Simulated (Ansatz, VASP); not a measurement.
One calculation of KI, two programs

POSCAR

```
KI
1.0
    0.0000000000      3.5090643863      3.5090643863
    3.5090643863      0.0000000000      3.5090643863
    3.5090643863      3.5090643863      0.0000000000
I K
1 1
Direct
    0.5000000000      0.5000000000      0.5000000000
    0.0000000000      0.0000000000      0.0000000000
```

Contents of INCAR.step1:

```
ALGO     = Normal         # electronic algorithm
EDIFF    = 1E-5           # SCF threshold, eV
ENCUT    = 520            # plane-wave cutoff, eV
GGA      = PE             # functional
ISIF     = 2              # what is computed and relaxed
ISMEAR   = -1             # smearing method
LASPH    = T              # aspherical terms in the spheres
LCHARG   = F              # write CHGCAR
LREAL    = F              # projectors in reciprocal space
LWAVE    = T              # write WAVECAR
NBANDS   = 15             # bands
NELM     = 100            # most SCF steps
PREC     = Accurate       # precision mode
SIGMA    = 0.05           # smearing width, eV
```

Contents of INCAR.step2:

```
ALGO     = Normal         # electronic algorithm
EDIFF    = 1E-6           # SCF threshold, eV
ENCUT    = 520            # plane-wave cutoff, eV
GGA      = PE             # functional
HFSCREEN = 0.2079         # screening, 1/A
ISIF     = 2              # what is computed and relaxed
ISMEAR   = -1             # smearing method
ISTART   = 1            
LASPH    = T              # aspherical terms in the spheres
LCHARG   = F              # write CHGCAR
LHFCALC  = T              # exact exchange
LREAL    = F              # projectors in reciprocal space
LWAVE    = F              # write WAVECAR
NBANDS   = 15             # bands
NELM     = 100            # most SCF steps
PREC     = Accurate       # precision mode
PRECFOCK = Normal       
SIGMA    = 0.05           # smearing width, eV
```

KPOINTS

```
k-points
0
Gamma
  4 4 4
```

The input input:

```
crystal:
  lattice:
    - [0.0, 3.5090643863, 3.5090643863]
    - [3.5090643863, 0.0, 3.5090643863]
    - [3.5090643863, 3.5090643863, 0.0]
  atoms:
    - { symbol: I, position: [0.5, 0.5, 0.5] }
    - { symbol: K, position: [0.0, 0.0, 0.0] }
hamiltonian:
  xc: hse06
  pseudopotentials: { kind: paw }
kpoints:
  mp_grid: { grid: [4, 4, 4] }
scf:
  occupations: { method: fermi_dirac, width: 0.05 }
output:
  forces: true
  stress: true
  eigenvalues: true
```

Alike in both runs: task single point; functional HSE06; k mesh 4 × 4 × 4; occupations fermi-dirac, width 0.05 eV; no spin polarisation.

|  | VASP | Ansatz |
| --- | --- | --- |
| version | VASP 6.6.1 | Ansatz 0.2.0 |
| potentials or method | VASP PAW PBE potentials, release 64 (I, K_sv) | Ansatz PAW |
| plane-wave cutoff (eV) | 520 | 420 |
| valence electrons in the cell | 16 | 26 |

VASP gave:

```
gap on the k mesh at the Fermi level (eV) : 5.01
least direct gap on the mesh (eV)         : 5.01
pressure (GPa)                            : 0.7
```

Q: Estimate Ansatz's values.

A: gap on the k mesh at the Fermi level (eV): 5.02; least direct gap on the mesh (eV): 5.02; pressure (GPa): 0.7.

The functional is the same, so the differences come from potentials, cutoffs and numerics. VASP's potentials hold 16 valence electrons a cell and Ansatz's 26, so a difference there can come from the potentials and not from the codes.

Neither program's run includes spin-orbit coupling.
